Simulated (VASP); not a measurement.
# As (Cmce) in VASP: single point with HSE06

Aim: the single point of As with HSE06.

Program: VASP 6.6.1. These are calculated values, not measurements. Logs are shortened: lines on timing, memory, paths and dates and some standing lists are left out, and cuts for length are marked.

## (1) The cell of the first run

The structure is orthorhombic, space group Cmce (No. 64). The conventional cell has a = 3.650 Å, b = 11.000 Å, c = 4.470 Å, α = 90.00°, β = 90.00°, γ = 90.00°. As (site symmetry m) has 5 As at 2.48 to 3.32 Å within 3.4 Å.

## (2) Single point, HSE06

POSCAR reads:

```
As
1.0
    1.8250000000     -5.5000000000      0.0000000000
    1.8250000000      5.5000000000      0.0000000000
    0.0000000000      0.0000000000      4.4700000000
As
4
Direct
    0.3900000000      0.6100000000      0.5600000000
    0.8900000000      0.1100000000      0.9400000000
    0.6100000000      0.3900000000      0.4400000000
    0.1100000000      0.8900000000      0.0600000000
```

INCAR.step1 reads:

```
ALGO = Normal
EDIFF = 1E-5
ENCUT = 520
GGA = PE
ISIF = 2
ISMEAR = -1
KPAR = 4
LASPH = T
LREAL = F
LWAVE = T
NBANDS = 18
NELM = 100
PREC = Accurate
SIGMA = 0.05
```

INCAR.step2 reads:

```
ALGO = Normal
EDIFF = 1E-6
ENCUT = 520
GGA = PE
HFSCREEN = 0.2079
ISIF = 2
ISMEAR = -1
ISTART = 1
KPAR = 4
LASPH = T
LCHARG = T
LHFCALC = T
LREAL = F
LVHAR = T
LWAVE = F
NBANDS = 18
NELM = 100
PREC = Accurate
PRECFOCK = Normal
SIGMA = 0.05
```

KPOINTS reads:

```
k-points
0
Gamma
  6 6 4
```

Potentials or basis: VASP PAW PBE potentials, release 64 (As).

Launch:

```console
> cat potpaw_PBE.64/As/POTCAR > POTCAR
> cp INCAR.step1 INCAR
> mpirun -np 4 vasp_std > vasp.out
> cp INCAR.step2 INCAR
> mpirun -np 4 vasp_std > vasp.out
```

OUTCAR:

```text
EDIFF = 1E-6
   ENCUT = 520
   GGA = PE
   HFSCREEN = 0.2079
   ISIF = 2
   ISMEAR = -1
   ISTART = 1
   LASPH = T
   LHFCALC = T
   LREAL = F
   NELM = 100
   PREC = Accurate
   PRECFOCK = Normal

 ion  position               nearest neighbor table
   1  0.390  0.610  0.560-   3 2.48   2 2.49   2 2.49
   2  0.890  0.110  0.940-   4 2.48   1 2.49   1 2.49
   3  0.610  0.390  0.440-   1 2.48   4 2.49   4 2.49
   4  0.110  0.890  0.060-   2 2.48   3 2.49   3 2.49

  LATTYP: Found a base centered orthorhombic cell.
 ALAT       =     3.6500000000
 B/A-ratio  =     3.0136986301
 C/A-ratio  =     1.2246575342

  Lattice vectors:

 A1 = (   1.8250000000,  -5.5000000000,   0.0000000000)
 A2 = (   1.8250000000,   5.5000000000,   0.0000000000)
 A3 = (   0.0000000000,   0.0000000000,   4.4700000000)

Analysis of symmetry for initial positions (statically):
=====================================================================
 Subroutine PRICEL returns:
 Original cell was already a primitive cell.

 Routine SETGRP: Setting up the symmetry group for a
 base centered orthorhombic supercell.

 Subroutine GETGRP returns: Found  8 space group operations
 (whereof  4 operations were pure point group operations)
 out of a pool of  8 trial point group operations.

The static configuration has the point symmetry C_2h.
 The point group associated with its full space group is D_2h.

Analysis of symmetry for dynamics (positions and initial velocities):
=====================================================================
 Subroutine PRICEL returns:
 Original cell was already a primitive cell.

 Routine SETGRP: Setting up the symmetry group for a
 base centered orthorhombic supercell.

 Subroutine GETGRP returns: Found  8 space group operations
 (whereof  4 operations were pure point group operations)
 out of a pool of  8 trial point group operations.

The dynamic configuration has the point symmetry C_2h.
 The point group associated with its full space group is D_2h.

 Subroutine INISYM returns: Found  8 space group operations
 (whereof  4 operations are pure point group operations),
 and found     1 'primitive' translations

----------------------------------------------------------------------------------------

                                     Primitive cell

  volume of cell :      89.7353

  direct lattice vectors                    reciprocal lattice vectors
     1.825000000 -5.500000000  0.000000000     0.273972603 -0.090909091  0.000000000
     1.825000000  5.500000000  0.000000000     0.273972603  0.090909091  0.000000000
     0.000000000  0.000000000  4.470000000     0.000000000  0.000000000  0.223713647

  length of vectors
     5.794879205  5.794879205  4.470000000     0.288661480  0.288661480  0.223713647

  position of ions in fractional coordinates (direct lattice)
     0.390000000  0.610000000  0.560000000
     0.890000000  0.110000000  0.940000000
     0.610000000  0.390000000  0.440000000
     0.110000000  0.890000000  0.060000000

  ion indices of the primitive-cell ions
   primitive index   ion index
                 1           1
                 2           2
                 3           3
                 4           4

----------------------------------------------------------------------------------------

 KPOINTS: k-points

Automatic generation of k-mesh.
 Grid dimensions read from file:
 generate k-points for:    6    6    4

 Generating k-lattice:

  Cartesian coordinates                     Fractional coordinates (reciprocal lattice)
     0.045662100 -0.015151515  0.000000000     0.166666667 -0.000000000  0.000000000
     0.045662100  0.015151515  0.000000000    -0.000000000  0.166666667  0.000000000
     0.000000000  0.000000000  0.055928412     0.000000000  0.000000000  0.250000000

  Length of vectors
     0.048110247  0.048110247  0.055928412

  Shift w.r.t. Gamma in fractional coordinates (k-lattice)
     0.000000000  0.000000000  0.000000000

 Subroutine IBZKPT returns following result:
 ===========================================

 Found     39 irreducible k-points:

 Following reciprocal coordinates:
            Coordinates               Weight
  0.000000  0.000000  0.000000      1.000000
  0.166667 -0.000000  0.000000      4.000000
  0.333333 -0.000000  0.000000      4.000000
  0.500000  0.000000  0.000000      2.000000
  0.166667  0.166667  0.000000      2.000000
  0.333333  0.166667  0.000000      4.000000
[... 16 lines left out ...]
  0.333333  0.333333  0.250000      4.000000
  0.500000  0.333333  0.250000      8.000000
 [... further k-points ...]
   k-points           NKPTS =     39   k-points in BZ     NKDIM =    144   number of bands    NBANDS=     18
   number of dos      NEDOS =    301   number of ions     NIONS =      4
   total plane-waves  NPLWV =  82944
   dimension x,y,z NGX =    48 NGY =   48 NGZ =   36
   dimension x,y,z NGXF=    96 NGYF=   96 NGZF=   72
   ions per type =               4
   NGX,Y,Z   is equivalent  to a cutoff of  13.77, 13.77, 13.39 a.u.
   NGXF,Y,Z  is equivalent  to a cutoff of  27.54, 27.54, 26.78 a.u.
 SYSTEM =  unknown system
   PREC   = accura    normal or accurate (medium, high low for compatibility)
   ISTART =      1    job   : 0-new  1-cont  2-samecut
   ICHARG =      0    charge: 1-file 2-atom 10-const
   ISPIN  =      1    spin polarized calculation?
   LNONCOLLINEAR =      F non collinear calculations
   LSORBIT =      F    spin-orbit coupling
   LASPH  =      T    aspherical Exc in radial PAW
   ENCUT  =  520.0 eV  38.22 Ry    6.18 a.u.  10.77 10.77  8.31*2*pi/ulx,y,z
   NELM   =    100;   NELMIN=  2; NELMDL=  0     # of ELM steps
   EDIFF  = 0.1E-05   stopping-criterion for ELM
   LREAL  =      F    real-space projection
   EDIFFG = 0.1E-04   stopping-criterion for IOM
   NSW    =      0    number of steps for IOM
   IBRION =     -1    ionic relax: 0-MD 1-quasi-New 2-CG
   NFREE  =      0    steps in history (QN), initial steepest desc. (CG)
   ISIF   =      2    stress and relaxation
   ISYM   =      3    0-nonsym 1-usesym 2-fastsym
   POTIM  = 0.5000    time-step for ionic-motion
   TEBEG  =    0.0;   TEEND  =   0.0 temperature during run
   PSTRESS=    0.0 pullay stress
   NELECT =      20.0000    total number of electrons
   NUPDOWN=      -1.0000    fix difference up-down
   EMIN   =  10.00;   EMAX   =-10.00  energy-range for DOS
   EFERMI =   0.00;   METHOD = LEGACY
   ISMEAR =    -1;   SIGMA  =   0.05  broadening in eV -4-tet -1-fermi 0-gaus
   EFERMI_NEDOS =   21; number of points for ismear=-14 and -15
   IALGO  =     38    algorithm
   IMIX   =      1    mixing-type and parameters
     AMIX     =   0.40;   BMIX     =  1.00
     AMIX_MAG =   1.60;   BMIX_MAG =  1.00
  volume/ion in A,a.u.               =      22.43       151.39
  Fermi-wavevector in a.u.,A,eV,Ry     =   0.992576  1.875697 13.404559  0.985207
  Thomas-Fermi vector in A             =   2.124398
   LORBIT       =      0    0 simple, 1 ext, 2 COOP (PROOUT), +10 PAW based schemes
   GGA     = PE    functional components
   LHFCALC =     T    Hartree Fock is set to
   PRECFOCK=normal    Normal, Fast or Accurate (Low or Medium for compatibility)
   ENCUT4O =  -1.0   cutoff for four orbital integrals eV
   NKREDX  =     1    reduce k-point grid by
   NKREDY  =     1    reduce k-point grid by
   NKREDZ  =     1    reduce k-point grid by
   AEXX    =    0.2500 exact exchange contribution
   HFSCREEN=    0.2079 screening length (either q_TF or 0.3 A-1)
   HFSCREENC=   0.2079 screening length for correlation (either q_TF or 0.3 A-1)
   ENCUTFOCK=  -1.0 apply spherical cutoff to Coloumb kernel
   IVDW    =     0    specifies the selected vdW correction
   LEPSILON=     F    determine dielectric tensor
   LRPA    =     F    only Hartree local field effects (RPA)
 non-spin polarized calculation
  energy-cutoff  :      520.00
  volume of cell :       89.74
 maximum number of plane-waves:      2436
 NGX is ok and might be reduce to    48
  NGX = 36; NGY = 36; NGZ = 28

 number of electron      20.0000001 magnetization

 Free energy of the ion-electron system (eV)
  ---------------------------------------------------
  ext. energy  EPLUGINS =         0.00000000
  ---------------------------------------------------
  free energy    TOTEN  =       -22.38246385 eV

  energy without entropy =      -22.38157660  energy(sigma->0) =      -22.38202023

 E-fermi :   4.6176     XC(G=0):  -8.1212

 val. band max:        4.5775256598   @ k =   0.5000   0.5000   0.0000
 cond. band min:       4.6569550660   @ k =   0.5000   0.5000   0.0000
 fundamental gap:      0.0794294062
 Fermi energy:         4.6175785427

 k-point     1 :       0.0000    0.0000    0.0000
  band No.  band energies     occupation
      1     -11.8342      2.00000
      2      -8.7404      2.00000
      3      -5.8018      2.00000
      4      -2.1991      2.00000
      5      -1.9864      2.00000
      6      -0.2562      2.00000
[... 10 lines left out ...]
     17      12.3607      0.00000
     18      12.6300      0.00000

 k-point     2 :       0.1667   -0.0000    0.0000
  band No.  band energies     occupation
      1     -11.5108      2.00000
      2      -8.4855      2.00000
      3      -6.1725      2.00000
      4      -2.8704      2.00000
      5      -1.8225      2.00000
      6       0.0766      2.00000
[... 10 lines left out ...]
     17      10.7975      0.00000
     18      12.2458      0.00000

 k-point     3 :       0.3333   -0.0000    0.0000
  band No.  band energies     occupation
      1     -10.5645      2.00000
      2      -7.7155      2.00000
      3      -7.4110      2.00000
      4      -4.7054      2.00000
      5      -0.7674      2.00000
      6       0.0200      2.00000
[... 10 lines left out ...]
     17      12.3339      0.00000
     18      12.6483      0.00000

 k-point     4 :       0.5000    0.0000    0.0000
  band No.  band energies     occupation
      1      -9.0968      2.00000
      2      -9.0968      2.00000
      3      -6.4327      2.00000
      4      -6.4327      2.00000
      5       0.3378      2.00000
      6       0.3378      2.00000
[... 10 lines left out ...]
     17      12.9139      0.00000
     18      12.9139      0.00000

 k-point     5 :       0.1667    0.1667    0.0000
  band No.  band energies     occupation
      1     -10.6382      2.00000
      2      -7.5030      2.00000
      3      -7.3624      2.00000
      4      -4.8343      2.00000
      5      -1.0915      2.00000
      6       0.0004      2.00000
[... 10 lines left out ...]
     17      12.2926      0.00000
     18      13.3184      0.00000

 k-point     6 :       0.3333    0.1667    0.0000
  band No.  band energies     occupation
      1      -9.2159      2.00000
      2      -8.9534      2.00000
      3      -6.7676      2.00000
      4      -6.0966      2.00000
      5      -0.0514      2.00000
      6       0.5779      2.00000
[... 307 lines left out ...]
 k-point    21 :      -0.3333    0.1667    0.2500
  band No.  band energies     occupation
      1     -10.9873      2.00000
      2      -9.0215      2.00000
      3      -6.4234      2.00000
      4      -4.1032      2.00000
      5      -0.8364      2.00000
      6      -0.1356      2.00000
[... 10 lines left out ...]
     17      12.1820      0.00000
     18      12.8701      0.00000

 k-point    22 :      -0.1667    0.1667    0.2500
  band No.  band energies     occupation
      1     -11.3625      2.00000
      2      -9.2006      2.00000
      3      -6.2440      2.00000
      4      -3.7854      2.00000
      5      -1.1003      2.00000
      6       1.1936      2.00000
[... 10 lines left out ...]
     17      11.6073      0.00000
     18      12.7344      0.00000

 k-point    23 :       0.3333    0.3333    0.2500
  band No.  band energies     occupation
      1      -9.9569      2.00000
      2      -8.4975      2.00000
      3      -7.1945      2.00000
      4      -4.8326      2.00000
      5      -1.6955      2.00000
      6      -0.5108      2.00000
[... 10 lines left out ...]
     17      11.3248      0.00000
     18      11.5659      0.00000

 k-point    24 :       0.5000    0.3333    0.2500
  band No.  band energies     occupation
      1     -10.8211      2.00000
      2      -9.2361      2.00000
      3      -6.5318      2.00000
      4      -4.3709      2.00000
      5      -0.8413      2.00000
      6       0.5022      2.00000
[... 10 lines left out ...]
     17      11.3576      0.00000
     18      12.8739      0.00000

 [... further k-points ...]

------------------------ aborting loop because EDIFF is reached ----------------------------------------

  FORCE on cell =-STRESS in cart. coord.  units (eV):
  Direction    XX          YY          ZZ          XY          YZ          ZX
  --------------------------------------------------------------------------------------
  -------------------------------------------------------------------------------------
  Total        0.7632144     -0.2214087     -0.4134130      0.0000000     -0.0000000      0.0000000
  in kB       13.6268060     -3.9531393     -7.3812787      0.0000000     -0.0000000      0.0000000
  external PRESSURE =       0.7641293 kB  Pullay stress =       0.0000000 kB

 VOLUME and BASIS-vectors are now :
 -----------------------------------------------------------------------------
  energy-cutoff  :      520.00
  volume of cell :       89.74
      direct lattice vectors                 reciprocal lattice vectors
     1.825000000 -5.500000000  0.000000000     0.273972603 -0.090909091  0.000000000
     1.825000000  5.500000000  0.000000000     0.273972603  0.090909091  0.000000000
     0.000000000  0.000000000  4.470000000     0.000000000  0.000000000  0.223713647

 POSITION                                       TOTAL-FORCE (eV/Angst)
 -----------------------------------------------------------------------------------
      1.82500      1.21000      2.50320         0.000000     -0.219765      0.346857
      1.82500     -4.29000      4.20180         0.000000     -0.219765     -0.346857
      1.82500     -1.21000      1.96680         0.000000      0.219765     -0.346857
      1.82500      4.29000      0.26820         0.000000      0.219765      0.346857
 -----------------------------------------------------------------------------------
    total drift:                               -0.000000     -0.000000      0.000000

  FREE ENERGIE OF THE ION-ELECTRON SYSTEM (eV)
  ---------------------------------------------------
  free  energy   TOTEN  =       -22.3824638522 eV

  energy  without entropy=      -22.3815765982  energy(sigma->0) =      -22.38202023
```

It took 71 min on 4 MPI ranks of Intel Xeon Platinum 8375C at 2.90GHz (Ice Lake), shared host; peak memory 0.44 GiB.

Results:

```yaml
Free_energy: -22.3825 eV
Pressure: 0.1 GPa
Largest_force: 0.411 eV/Å
```

Forces in eV/Å, atoms in the order of the input:
```
As   0.000 -0.220  0.347
As   0.000 -0.220 -0.347
As   0.000  0.220 -0.347
As   0.000  0.220  0.347
```

Levels at points of the mesh, in eV from the Fermi level:
```
           k point  band 8  band 9  band 10  band 11  band 12  band 13
(0.00, 0.00, 0.00)   -2.58   -2.18    -1.33     2.41     2.50     3.03
(0.50, 0.00, 0.00)   -2.90   -2.68    -2.68     1.21     1.21     1.45
(0.50, 0.50, 0.00)   -1.98   -1.52    -0.04     0.04     2.35     2.96
(0.00, 0.00, 0.50)   -2.32   -0.68    -0.68     1.38     1.38     2.54
(0.50, 0.00, 0.50)   -5.21   -2.17    -2.17     2.46     2.46     5.35
(0.50, 0.50, 0.50)   -2.20   -1.19    -1.19     1.88     1.88     2.20
```

Caveat: the PAW data sets were made with another functional, which shifts forces and pressure a little.
